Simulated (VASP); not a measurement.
# KNaICl (P4/mmm) in VASP: a series of runs, part 2 of 2

VASP 6.6.1.

**4. Single point, LDA**

File INCAR:

```
SYSTEM = KNaICl
ALGO     = Normal         ! electronic algorithm
EDIFF    = 1E-7           ! SCF threshold, eV
ENCUT    = 520            ! plane-wave cutoff, eV
GGA      = CA             ! functional
ISIF     = 2              ! what is computed and relaxed
ISMEAR   = 0              ! smearing method
LASPH    = .True.         ! aspherical terms in the spheres
LCHARG   = .False.        ! write CHGCAR
LREAL    = .False.        ! projectors in reciprocal space
LWAVE    = .False.        ! write WAVECAR
NBANDS   = 23             ! bands
NELM     = 80             ! most SCF steps
PREC     = Accurate       ! precision mode
SIGMA    = 0.05           ! smearing width, eV
```

File KPOINTS:

```
k-points
0
Gamma
  6 6 4
  0 0 0
```

File POSCAR:

```
KNaICl
1.0
    4.3997281057      0.0000000000      0.0000000000
    0.0000000000      4.3997281057      0.0000000000
    0.0000000000      0.0000000000      6.2608948866
K Na I Cl
1 1 1 1
Direct
    0.5000000000      0.5000000000      0.5000000000
    0.0000000000      0.0000000000      0.0000000000
    0.5000000000      0.5000000000      0.0000000000
    0.0000000000      0.0000000000      0.5000000000
```

Potentials or basis: VASP PAW LDA potentials, release 64 (K_sv, Na_pv, I, Cl).

Started as:

```
cat potpaw_LDA.64/K_sv/POTCAR potpaw_LDA.64/Na_pv/POTCAR potpaw_LDA.64/I/POTCAR potpaw_LDA.64/Cl/POTCAR > POTCAR
mpirun -np 1 vasp_std > vasp.out
```

OUTCAR:

```text
SYSTEM = KNaICl
   EDIFF = 1E-7
   ENCUT = 520
   GGA = CA
   ISIF = 2
   ISMEAR = 0
   LASPH = .True.
   LREAL = .False.
   NELM = 80
   PREC = Accurate

 ion  position               nearest neighbor table
   1  0.500  0.500  0.500-   4 3.11   4 3.11   4 3.11   4 3.11   3 3.13   3 3.13
   2  0.000  0.000  0.000-   3 3.11   3 3.11   3 3.11   3 3.11
   3  0.500  0.500  0.000-   2 3.11   2 3.11   2 3.11   2 3.11   1 3.13   1 3.13
   4  0.000  0.000  0.500-   1 3.11   1 3.11   1 3.11   1 3.11

  LATTYP: Found a simple tetragonal cell.
 ALAT       =     4.3997281057
 C/A-ratio  =     1.4230185903

  Lattice vectors:

 A1 = (   4.3997281057,   0.0000000000,   0.0000000000)
 A2 = (   0.0000000000,   4.3997281057,   0.0000000000)
 A3 = (   0.0000000000,   0.0000000000,   6.2608948866)

Analysis of symmetry for initial positions (statically):
=====================================================================
 Subroutine PRICEL returns:
 Original cell was already a primitive cell.

 Routine SETGRP: Setting up the symmetry group for a
 simple tetragonal supercell.

 Subroutine GETGRP returns: Found 16 space group operations
 (whereof 16 operations were pure point group operations)
 out of a pool of 16 trial point group operations.

The static configuration has the point symmetry D_4h.

Analysis of symmetry for dynamics (positions and initial velocities):
=====================================================================
 Subroutine PRICEL returns:
 Original cell was already a primitive cell.

 Routine SETGRP: Setting up the symmetry group for a
 simple tetragonal supercell.

 Subroutine GETGRP returns: Found 16 space group operations
 (whereof 16 operations were pure point group operations)
 out of a pool of 16 trial point group operations.

The dynamic configuration has the point symmetry D_4h.

 Subroutine INISYM returns: Found 16 space group operations
 (whereof 16 operations are pure point group operations),
 and found     1 'primitive' translations

----------------------------------------------------------------------------------------

                                     Primitive cell

  volume of cell :     121.1959

  direct lattice vectors                    reciprocal lattice vectors
     4.399728106  0.000000000  0.000000000     0.227286772  0.000000000  0.000000000
     0.000000000  4.399728106  0.000000000     0.000000000  0.227286772  0.000000000
     0.000000000  0.000000000  6.260894887     0.000000000  0.000000000  0.159721576

  length of vectors
     4.399728106  4.399728106  6.260894887     0.227286772  0.227286772  0.159721576

  position of ions in fractional coordinates (direct lattice)
     0.500000000  0.500000000  0.500000000
     0.000000000  0.000000000  0.000000000
     0.500000000  0.500000000  0.000000000
     0.000000000  0.000000000  0.500000000

  ion indices of the primitive-cell ions
   primitive index   ion index
                 1           1
                 2           2
                 3           3
                 4           4

----------------------------------------------------------------------------------------

 KPOINTS: k-points

Automatic generation of k-mesh.
 Grid dimensions read from file:
 generate k-points for:    6    6    4

 Generating k-lattice:

  Cartesian coordinates                     Fractional coordinates (reciprocal lattice)
     0.037881129  0.000000000  0.000000000     0.166666667  0.000000000  0.000000000
     0.000000000  0.037881129  0.000000000     0.000000000  0.166666667  0.000000000
     0.000000000  0.000000000  0.039930394     0.000000000  0.000000000  0.250000000

  Length of vectors
     0.037881129  0.037881129  0.039930394

  Shift w.r.t. Gamma in fractional coordinates (k-lattice)
     0.000000000  0.000000000  0.000000000

 Subroutine IBZKPT returns following result:
 ===========================================

 Found     30 irreducible k-points:

 Following reciprocal coordinates:
            Coordinates               Weight
  0.000000  0.000000  0.000000      1.000000
  0.166667  0.000000  0.000000      4.000000
  0.333333  0.000000  0.000000      4.000000
  0.500000  0.000000  0.000000      2.000000
  0.166667  0.166667  0.000000      4.000000
  0.333333  0.166667  0.000000      8.000000
[... 16 lines left out ...]
  0.333333  0.000000  0.500000      4.000000
  0.500000  0.000000  0.500000      2.000000
 [... further k-points ...]
   k-points           NKPTS =     30   k-points in BZ     NKDIM =     30   number of bands    NBANDS=     23
   number of dos      NEDOS =    301   number of ions     NIONS =      4
   total plane-waves  NPLWV =  62208
   dimension x,y,z NGX =    36 NGY =   36 NGZ =   48
   dimension x,y,z NGXF=    72 NGYF=   72 NGZF=   96
   ions per type =               1   1   1   1
   NGX,Y,Z   is equivalent  to a cutoff of  13.60, 13.60, 12.75 a.u.
   NGXF,Y,Z  is equivalent  to a cutoff of  27.21, 27.21, 25.49 a.u.
 SYSTEM =  KNaICl
   PREC   = accura    normal or accurate (medium, high low for compatibility)
   ISTART =      0    job   : 0-new  1-cont  2-samecut
   ICHARG =      2    charge: 1-file 2-atom 10-const
   ISPIN  =      1    spin polarized calculation?
   LNONCOLLINEAR =      F non collinear calculations
   LSORBIT =      F    spin-orbit coupling
   LASPH  =      T    aspherical Exc in radial PAW
   ENCUT  =  520.0 eV  38.22 Ry    6.18 a.u.   8.18  8.18 11.64*2*pi/ulx,y,z
   NELM   =     80;   NELMIN=  2; NELMDL= -5     # of ELM steps
   EDIFF  = 0.1E-06   stopping-criterion for ELM
   LREAL  =      F    real-space projection
   EDIFFG = 0.1E-05   stopping-criterion for IOM
   NSW    =      0    number of steps for IOM
   IBRION =     -1    ionic relax: 0-MD 1-quasi-New 2-CG
   NFREE  =      0    steps in history (QN), initial steepest desc. (CG)
   ISIF   =      2    stress and relaxation
   ISYM   =      2    0-nonsym 1-usesym 2-fastsym
   POTIM  = 0.5000    time-step for ionic-motion
   TEBEG  =    0.0;   TEEND  =   0.0 temperature during run
   PSTRESS=    0.0 pullay stress
   NELECT =      30.0000    total number of electrons
   NUPDOWN=      -1.0000    fix difference up-down
   EMIN   =  10.00;   EMAX   =-10.00  energy-range for DOS
   EFERMI =   0.00;   METHOD = LEGACY
   ISMEAR =     0;   SIGMA  =   0.05  broadening in eV -4-tet -1-fermi 0-gaus
   EFERMI_NEDOS =   21; number of points for ismear=-14 and -15
   IALGO  =     38    algorithm
   IMIX   =      4    mixing-type and parameters
     AMIX     =   0.40;   BMIX     =  1.00
     AMIX_MAG =   1.60;   BMIX_MAG =  1.00
  volume/ion in A,a.u.               =      30.30       204.47
  Fermi-wavevector in a.u.,A,eV,Ry     =   1.027904  1.942457 14.375734  1.056587
  Thomas-Fermi vector in A             =   2.161873
   LORBIT       =      0    0 simple, 1 ext, 2 COOP (PROOUT), +10 PAW based schemes
   GGA     = CA    functional components
   LHFCALC =     F    Hartree Fock is set to
   AEXX    =    0.0000 exact exchange contribution
   IVDW    =     0    specifies the selected vdW correction
   LEPSILON=     F    determine dielectric tensor
   LRPA    =     F    only Hartree local field effects (RPA)
 non-spin polarized calculation
 Gauss-broadening in eV      SIGMA  =   0.05
  energy-cutoff  :      520.00
  volume of cell :      121.20
 maximum number of plane-waves:      3288
 NGX is ok and might be reduce to    36
   NGX = 17   NGY = 17   NGZ = 23

 number of electron      30.0000010 magnetization

 Free energy of the ion-electron system (eV)
  ---------------------------------------------------
  ext. energy  EPLUGINS =         0.00000000
  ---------------------------------------------------
  free energy    TOTEN  =       -13.19587515 eV

  energy without entropy =      -13.19587515  energy(sigma->0) =      -13.19587515

 E-fermi :   0.0665     XC(G=0):  -8.3864

 val. band max:       -0.1808598081   @ k =   0.0000   0.0000   0.0000
 cond. band min:       3.7900427341   @ k =   0.0000   0.0000   0.0000
 fundamental gap:      3.9709025422
 Fermi energy:         0.0664709449

 k-point     1 :       0.0000    0.0000    0.0000
  band No.  band energies     occupation
      1     -27.4038      2.00000
      2     -22.2057      2.00000
      3     -22.2057      2.00000
      4     -22.1831      2.00000
      5     -12.6487      2.00000
      6     -11.3394      2.00000
[... 15 lines left out ...]
     22       8.3919      0.00000
     23       8.7092      0.00000
[... 575 lines left out ...]
      1     -27.3987      2.00000
      2     -22.2112      2.00000
      3     -22.2047      2.00000
      4     -22.1830      2.00000
      5     -12.8173      2.00000
      6     -11.7307      2.00000
[... 15 lines left out ...]
     22       9.1692      0.00000
     23       9.5027      0.00000

 [... further k-points ...]
[... 5 lines left out ...]
  --------------------------------------------------------------------------------------
  -------------------------------------------------------------------------------------
  Total       -0.5971134     -0.5971134      1.3761429      0.0000000      0.0000000     -0.0000000
  in kB       -7.8936760     -7.8936760     18.1922333      0.0000000      0.0000000     -0.0000000
  external PRESSURE =       0.8016271 kB  Pullay stress =       0.0000000 kB

 VOLUME and BASIS-vectors are now :
 -----------------------------------------------------------------------------
  energy-cutoff  :      520.00
  volume of cell :      121.20
      direct lattice vectors                 reciprocal lattice vectors
     4.399728106  0.000000000  0.000000000     0.227286772  0.000000000  0.000000000
     0.000000000  4.399728106  0.000000000     0.000000000  0.227286772  0.000000000
     0.000000000  0.000000000  6.260894887     0.000000000  0.000000000  0.159721576

 POSITION                                       TOTAL-FORCE (eV/Angst)
 -----------------------------------------------------------------------------------
      2.19986      2.19986      3.13045         0.000000      0.000000      0.000000
      0.00000      0.00000      0.00000         0.000000      0.000000      0.000000
      2.19986      2.19986      0.00000         0.000000      0.000000      0.000000
      0.00000      0.00000      3.13045         0.000000      0.000000      0.000000
 -----------------------------------------------------------------------------------
    total drift:                                0.000000      0.000000      0.000000

  FREE ENERGIE OF THE ION-ELECTRON SYSTEM (eV)
  ---------------------------------------------------
  free  energy   TOTEN  =       -13.1958751459 eV

  energy  without entropy=      -13.1958751459  energy(sigma->0) =      -13.19587515
```

Run time: 58 s. Hardware: 1 thread of Intel Xeon Platinum 8488C (Sapphire Rapids), shared host; peak memory 0.25 GiB.

Results:

```
Free energy            : -13.1959 eV
Pressure               : 0.1 GPa
Band gap on the k mesh : 3.97 eV, direct
```

Caveat: the cell differs from its parent crystal (strain +e along x and -e along y +0.0000, strain +e along z and -e/2 along x and y -0.0367); spin-orbit coupling is left out, which moves the levels of the heavy elements.

**5. Single point, LDA**

File INCAR:

```
ALGO     = Normal         # electronic algorithm
EDIFF    = 1E-6           # SCF threshold, eV
ENCUT    = 520            # plane-wave cutoff, eV
GGA      = CA             # functional
ISIF     = 2              # what is computed and relaxed
ISMEAR   = 0              # smearing method
LASPH    = True           # aspherical terms in the spheres
LCHARG   = True           # write CHGCAR
LELF     = True           # ELF
LREAL    = False          # projectors in reciprocal space
LVHAR    = True         
LWAVE    = False          # write WAVECAR
NBANDS   = 23             # bands
NELM     = 60             # most SCF steps
PREC     = Accurate       # precision mode
SIGMA    = 0.05           # smearing width, eV
```

File KPOINTS:

```
k-points
0
Gamma
  6 6 4
```

File POSCAR:

```
KNaICl
1.0
    4.2411676683      0.0000000000      0.0000000000
    0.0000000000      4.2411676683      0.0000000000
    0.0000000000      0.0000000000      6.7379525890
K Na I Cl
1 1 1 1
Direct
    0.5000000000      0.5000000000      0.5000000000
    0.0000000000      0.0000000000      0.0000000000
    0.5000000000      0.5000000000      0.0000000000
    0.0000000000      0.0000000000      0.5000000000
```

Started as:

```
cat potpaw_LDA.64/K_sv/POTCAR potpaw_LDA.64/Na_pv/POTCAR potpaw_LDA.64/I/POTCAR potpaw_LDA.64/Cl/POTCAR > POTCAR
mpirun -np 1 vasp_std > vasp.out
```

It took 48 s on 1 thread of Intel Xeon Platinum 8488C (Sapphire Rapids), shared host; peak memory 0.24 GiB.

Results (log left out):

- Free energy: -13.2001 eV
- Pressure: 0.4 GPa
- Band gap on the k mesh: 4.00 eV, indirect (least direct gap 4.07 eV)

Stress tensor (GPa, compression positive):
```
 1.16  0.00  0.00
 0.00  1.16  0.00
 0.00  0.00 -1.04
```

Levels at points of the mesh, in eV from the valence-band top:
```csv
k point,band 11,band 12,band 13,band 14,band 15,band 16,band 17,band 18,band 19,band 20
"(0.00, 0.00, 0.00)",-0.57,-0.57,-0.18,-0.07,-0.07,4.00,5.69,6.19,7.34,7.96
"(0.50, 0.00, 0.00)",-1.50,-1.05,-0.84,-0.60,0.00,6.11,6.30,7.24,7.42,8.61
"(0.50, 0.50, 0.00)",-1.72,-0.85,-0.79,-0.79,-0.27,4.70,5.45,5.45,7.45,9.75
"(0.00, 0.00, 0.50)",-1.09,-0.51,-0.51,-0.17,-0.17,5.08,6.27,6.28,6.38,8.49
"(0.50, 0.00, 0.50)",-1.73,-0.84,-0.68,-0.61,-0.02,5.33,6.01,8.30,8.44,8.51
"(0.50, 0.50, 0.50)",-1.65,-0.94,-0.94,-0.91,-0.61,5.33,7.02,7.02,7.22,7.22
```

Caveat: the cell differs from its parent crystal (strain +e along x and -e along y +0.0000, strain +e along z and -e/2 along x and y +0.0367); spin-orbit coupling is left out, which moves the levels of the heavy elements. A k mesh can miss the band edges.

**6. Single point, LDA**

File INCAR:

```
SYSTEM = KNaICl
PREC = Accurate
ENCUT = 520
EDIFF = 1E-7
ISMEAR = 0
SIGMA = 0.05
LREAL = .FALSE.
LASPH = .TRUE.
NELM = 60
ALGO = Normal
ISIF = 2
LWAVE = .FALSE.
LCHARG = .FALSE.
NBANDS = 23
```

File KPOINTS:

```
Automatic mesh
0
G
  6 6 4
  0 0 0
```

File POSCAR:

```
KNaICl
1.0
    4.4787923021      0.0000000000      0.0000000000
    0.0000000000      4.4787923021      0.0000000000
    0.0000000000      0.0000000000      6.0230159778
K Na I Cl
1 1 1 1
Direct
    0.5000000000      0.5000000000      0.5000000000
    0.0000000000      0.0000000000      0.0000000000
    0.5000000000      0.5000000000      0.0000000000
    0.0000000000      0.0000000000      0.5000000000
```

Potentials or basis: VASP PAW LDA potentials, release 64 (K_sv, Na_pv, I, Cl).

Started as:

```
cat potpaw_LDA.64/K_sv/POTCAR potpaw_LDA.64/Na_pv/POTCAR potpaw_LDA.64/I/POTCAR potpaw_LDA.64/Cl/POTCAR > POTCAR
mpirun -np 1 vasp_std > vasp.out
```

It took 56 s on 1 thread of Intel Xeon Platinum 8488C (Sapphire Rapids), shared host; peak memory 0.25 GiB.

The run converged. Its results:

```
Free energy            : -13.0749 eV
Pressure               : 0.6 GPa
Band gap on the k mesh : 3.82 eV, direct
```

Stress tensor (GPa, compression positive):
```
-1.41  0.00  0.00
 0.00 -1.41  0.00
 0.00  0.00  4.58
```

Levels at points of the mesh, in eV from the valence-band top:
```
           k point  band 13  band 14  band 15  band 16  band 17  band 18
(0.00, 0.00, 0.00)    -0.14    -0.14     0.00     3.82     5.38     6.32
(0.50, 0.00, 0.00)    -0.95    -0.29    -0.16     6.05     6.26     7.19
(0.50, 0.50, 0.00)    -0.72    -0.72    -0.07     4.64     5.40     5.40
(0.00, 0.00, 0.50)    -0.75    -0.35    -0.35     5.07     5.92     6.20
(0.50, 0.00, 0.50)    -0.64    -0.62    -0.22     5.59     5.68     7.81
(0.50, 0.50, 0.50)    -1.12    -1.12    -0.89     5.64     7.25     7.25
```

Caveat: the cell differs from its parent crystal (strain +e along x and -e along y +0.0000, strain +e along z and -e/2 along x and y -0.0733); spin-orbit coupling is left out, which moves the levels of the heavy elements.

**7. Single point, LDA**

File INCAR:

```
PREC     = Accurate       # precision mode
ENCUT    = 520            # plane-wave cutoff, eV
EDIFF    = 1E-6           # SCF threshold, eV
ISMEAR   = 0              # smearing method
SIGMA    = 0.05           # smearing width, eV
LREAL    = False          # projectors in reciprocal space
LASPH    = True           # aspherical terms in the spheres
NELM     = 80             # most SCF steps
ALGO     = Normal         # electronic algorithm
ISIF     = 2              # what is computed and relaxed
LWAVE    = False          # write WAVECAR
LCHARG   = True           # write CHGCAR
GGA      = CA             # functional
LELF     = True           # ELF
LVHAR    = True         
NBANDS   = 23             # bands
```

File KPOINTS:

```
Automatic mesh
0
Gamma
  6 6 4
```

File POSCAR:

```
KNaICl
1.0
    4.1621034719      0.0000000000      0.0000000000
    0.0000000000      4.1621034719      0.0000000000
    0.0000000000      0.0000000000      6.9758314978
K Na I Cl
1 1 1 1
Direct
    0.5000000000      0.5000000000      0.5000000000
    0.0000000000      0.0000000000      0.0000000000
    0.5000000000      0.5000000000      0.0000000000
    0.0000000000      0.0000000000      0.5000000000
```

Started as:

```
cat potpaw_LDA.64/K_sv/POTCAR potpaw_LDA.64/Na_pv/POTCAR potpaw_LDA.64/I/POTCAR potpaw_LDA.64/Cl/POTCAR > POTCAR
mpirun -np 1 vasp_std > vasp.out
```

Run time: 50 s. Hardware: 1 thread of Intel Xeon Platinum 8488C (Sapphire Rapids), shared host; peak memory 0.24 GiB.

The run converged. Its results:

```yaml
Free_energy: -13.1116 eV
Pressure: 1.2 GPa
Band_gap_on_the_k_mesh: 3.99 eV, indirect (least direct gap 4.08 eV)
```

Stress tensor (GPa, compression positive):
```
 2.58  0.00  0.00
 0.00  2.58  0.00
 0.00  0.00 -1.66
```

Levels at points of the mesh, in eV from the valence-band top:
```tsv
k point	band 11	band 12	band 13	band 14	band 15	band 16	band 17	band 18	band 19	band 20
(0.00, 0.00, 0.00)	-0.55	-0.55	-0.29	-0.10	-0.10	3.99	5.71	6.16	7.10	8.12
(0.50, 0.00, 0.00)	-1.60	-1.08	-0.89	-0.70	0.00	5.97	6.28	7.18	7.30	8.52
(0.50, 0.50, 0.00)	-1.82	-0.85	-0.85	-0.85	-0.34	4.69	5.43	5.43	7.37	9.51
(0.00, 0.00, 0.50)	-1.11	-0.50	-0.50	-0.17	-0.17	5.06	6.21	6.29	6.32	8.10
(0.50, 0.00, 0.50)	-1.79	-0.89	-0.78	-0.68	-0.01	5.19	6.05	8.17	8.18	8.60
(0.50, 0.50, 0.50)	-1.78	-0.95	-0.95	-0.89	-0.58	5.21	6.89	6.89	7.04	7.04
```

Caveat: the cell differs from its parent crystal (strain +e along x and -e along y +0.0000, strain +e along z and -e/2 along x and y +0.0733); spin-orbit coupling is left out, which moves the levels of the heavy elements.

**8. Summary**

| cell | gap on the mesh (eV) | pressure (GPa) |
| --- | --- | --- |
| a = 4.558, b = 4.558, c = 5.784 Å, 4 atoms | 3.59 | 1.7 |
| a = 4.083, b = 4.083, c = 7.214 Å, 4 atoms | 3.95 | 2.3 |
| a = 4.400, b = 4.400, c = 6.261 Å, 4 atoms | 3.97 | 0.1 |
| a = 4.241, b = 4.241, c = 6.738 Å, 4 atoms | 4.00 | 0.4 |
| a = 4.479, b = 4.479, c = 6.023 Å, 4 atoms | 3.82 | 0.6 |
| a = 4.162, b = 4.162, c = 6.976 Å, 4 atoms | 3.99 | 1.2 |

Alike in all rows: task single point; level LDA; potentials or basis VASP PAW LDA potentials, release 64 (K_sv, Na_pv, I, Cl); no spin polarisation; k mesh 6 × 6 × 4; cutoff (eV) 520; smearing gaussian 0.05 eV.

Caveats: spin-orbit coupling is left out, which moves the levels of the heavy elements.

Total energies depend on the potentials used, so only differences within one code and one set of settings carry meaning.
